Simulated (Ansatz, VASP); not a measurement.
**One calculation of In, two programs**

Contents of INCAR:

```
SYSTEM = In
  ALGO = Normal
  EDIFF = 1E-6
  ENCUT = 520
  GGA = PE
  ISIF = 2
  ISMEAR = -1
  LASPH = .TRUE.
  LCHARG = .TRUE.
  LELF = .TRUE.
  LREAL = .FALSE.
  LVHAR = .TRUE.
  LWAVE = .FALSE.
  NBANDS = 12
  NELM = 100
  PREC = Accurate
  SIGMA = 0.1
```

KPOINTS

```
k-points
0
G
  16 16 16
  0 0 0
```

The input POSCAR:

```
In
1.0
   -1.7725119607      1.7725119607      1.7725119607
    1.7725119607     -1.7725119607      1.7725119607
    1.7725119607      1.7725119607     -1.7725119607
In
1
Direct
    0.0000000000      0.0000000000      0.0000000000
```

Input for Ansatz:

```yaml
crystal:
  lattice:
    - [-1.7725119607, 1.7725119607, 1.7725119607]
    - [1.7725119607, -1.7725119607, 1.7725119607]
    - [1.7725119607, 1.7725119607, -1.7725119607]
  atoms:
    - { symbol: In, position: [0.0, 0.0, 0.0] }
kpoints:
  mp_grid: { grid: [16, 16, 16] }
scf:
  occupations: { method: fermi_dirac, width: 0.1 }
hamiltonian:
  xc: pbe
  pseudopotentials: { kind: all_electron, lapw: { basis_error: 0.001 } }
output:
  forces: true
  stress: true
  eigenvalues: true
  populations: true
```

Change from the starting cell: volume scaled by 0.8, LAPW.

Alike in both runs: task single point; functional PBE; k mesh 16 × 16 × 16; occupations fermi-dirac, width 0.1 eV; no spin polarisation.

|  | VASP | Ansatz |
| --- | --- | --- |
| version | VASP 6.6.1 | Ansatz 0.2.0 |
| potentials or method | VASP PAW PBE potentials, release 64 (In_d), cutoff 520 eV | all-electron LAPW, scalar-relativistic |

Ansatz gave:

```
pressure (GPa) : 13.6
```

Q: Estimate VASP's values.

A: Pressure (GPa): 13.5.

Ansatz ran all-electron here, and VASP with PAW potentials.
